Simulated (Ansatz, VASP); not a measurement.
Two plane-wave programs on Cd

```
CELL_PARAMETERS angstrom
2.29616 0.00000 0.00000
0.00000 2.29616 0.00000
0.00000 0.00000 2.29616
ATOMIC_POSITIONS crystal
Cd 0.00000 0.00000 0.00000
```

Change from the starting cell: volume scaled by 0.45, PAW files.

Alike in both runs: task single point; functional PBE; k mesh 14 × 14 × 14; occupations fermi-dirac, width 0.08 eV; no spin polarisation.

```csv
,VASP,Ansatz
version,VASP 6.6.1,Ansatz 0.2.0
potentials or method,"VASP PAW PBE potentials, release 64 (Cd)","PAW with Ansatz's default frozen-core files, scalar-relativistic"
plane-wave cutoff (eV),520,420
valence electrons in the cell,12,20
```

VASP gave:

- pressure (GPa): 229.4

Task: Estimate Ansatz's values.

Result: Pressure (GPa): 219.4.

Both programs put the cell under a high pressure, so it lies far from rest at this level. The functional is the same, so the differences come from potentials, cutoffs and numerics. VASP's potentials hold 12 valence electrons a cell and Ansatz's 20, so a difference there can come from the potentials and not from the codes.

Noted on VASP's run: the cell as given lies far from equilibrium.
